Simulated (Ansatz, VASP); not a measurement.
**One calculation of Ge, two programs**

File INCAR:

```
PREC = Accurate
ENCUT = 520
EDIFF = 1E-6
ISMEAR = 1
SIGMA = 0.1
LREAL = F
LASPH = T
NELM = 100
ALGO = Normal
ISIF = 2
LWAVE = F
LCHARG = F
GGA = PS
NBANDS = 36
```

Contents of KPOINTS:

```
Automatic mesh
0
Gamma
  5 5 3
```

POSCAR

```
Ge
1.0
    4.0280500000     -0.0588600000      0.0361800000
   -2.0650000000      3.3314100000      0.0136100000
    0.0597300000      0.0604300000      6.3765300000
Ge
4
Direct
    0.6861622525      0.3294678118      0.0905942753
    0.3538500000      0.6855800000      0.5613900000
    0.7000900000      0.3410400000      0.4434100000
    0.3506700000      0.7050200000      0.9347100000
```

Input for Ansatz:

```yaml
crystal:
  lattice:
    - [4.02805, -0.05886, 0.03618]
    - [-2.065, 3.33141, 0.01361]
    - [0.05973, 0.06043, 6.37653]
  atoms:
    - { symbol: Ge, position: [0.6861622525491747, 0.32946781183658386, 0.09059427526941377] }
    - { symbol: Ge, position: [0.35385, 0.68558, 0.56139] }
    - { symbol: Ge, position: [0.70009, 0.34104, 0.44341] }
    - { symbol: Ge, position: [0.35067, 0.70502, 0.93471] }
basis:
  ecutwfc: 540.0
  xc_grid: 2
kpoints:
  mp_grid:
    grid: [5, 5, 3]
hamiltonian:
  xc: pbesol
scf:
  convergence:
    dr2_threshold: 1.0e-09
  occupations:
    method: methfessel_paxton
    width: 0.1
output:
  forces: true
  stress: true
```

Alike in both runs: task single point; functional PBEsol; k mesh 5 × 5 × 3; occupations methfessel-paxton of order 1, width 0.1 eV; no spin polarisation.

|  | VASP | Ansatz |
| --- | --- | --- |
| version | VASP 6.6.1 | Ansatz 0.2.0 |
| potentials or method | VASP PAW PBE potentials, release 64 (Ge_d), cutoff 520 eV | plane waves, PAW |
| valence electrons in the cell | 56 | 56 |

```csv
,VASP,Ansatz,Ansatz less VASP
pressure (GPa),8.1,8.2,+0.10
"traceless stress, the component that is largest in VASP (GPa)",-8.81,-8.85,-0.034
rms of the force components (eV/Å),1.248,1.251,+0.0032
```

VASP's potentials were made for PBE, not for PBEsol. Atom by atom the forces differ by 0.004 eV/Å (rms over components). With one functional, cell and mesh, what is left measures potentials, basis and numerics. Ansatz's warnings: stress scf threshold loose.

The k mesh is coarse, so the values compare programs but aren't converged.
